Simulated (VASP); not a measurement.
Write the native input for VASP 6.6.1 that does the following.

- Task: single point
- Functional: PBE
- Potentials or basis: VASP PAW PBE potentials, release 64 (Ga_d, Se, S)
- Cutoff: 520 eV
- k mesh: 12 × 12 × 2
- Occupations: gaussian, width 0.1 eV
- Spin: no spin polarisation
- Dipole correction: no
- Further INCAR settings: ALGO = Normal; EDIFF = 1e-06; NBANDS = 34

The structure of Ga2SeS3 lies in POSCAR:

```
Ga2SeS3
1.0
    3.5687126842      0.0000000000      0.0000000000
   -1.7843563421      3.0905958434      0.0000000000
    0.0000000000      0.0000000000     14.7703114568
Ga Se S
2 1 3
Direct
    0.3333333333      0.6666666667      0.1169519434
    0.3333333333      0.6666666667      0.2841117602
    0.0000000000      0.0000000000      0.6334764542
    0.0000000000      0.0000000000      0.7718207971
    0.6666666667      0.3333333333      0.0419578455
    0.6666666667      0.3333333333      0.3596811996
```

The input as run:

INCAR

```
PREC = Accurate ; ENCUT = 520
EDIFF = 1E-6 ; ISMEAR = 0
SIGMA = 0.1 ; LREAL = F
LASPH = T ; NELM = 60
ALGO = Normal ; ISIF = 2
LWAVE = F ; LCHARG = T
GGA = PE ; LELF = T
LVHAR = T ; NBANDS = 34
```

KPOINTS

```
Automatic mesh
0
Gamma
  12 12 2
```

Potentials or basis: VASP PAW PBE potentials, release 64 (Ga_d, Se, S).

The run is started by

```console
$ cat potpaw_PBE.64/Ga_d/POTCAR potpaw_PBE.64/Se/POTCAR potpaw_PBE.64/S/POTCAR > POTCAR
$ mpirun -np 1 vasp_std > vasp.out
```

It gave:

| Item | Value |
| --- | --- |
| Pressure | 0.0 GPa |
| Largest force | 0.031 eV/Å |
| Band gap on the k mesh | zero (bands 25 and 26 overlap by 2.17 eV) |

Caveat: this functional lacks dispersion, which binds layers or chains, so the pressure and a relaxed spacing across them are unreliable.

Wall time 7.9 min on 1 thread of Intel Xeon 8259CL, with other jobs on the host, peak memory 0.4 GiB.
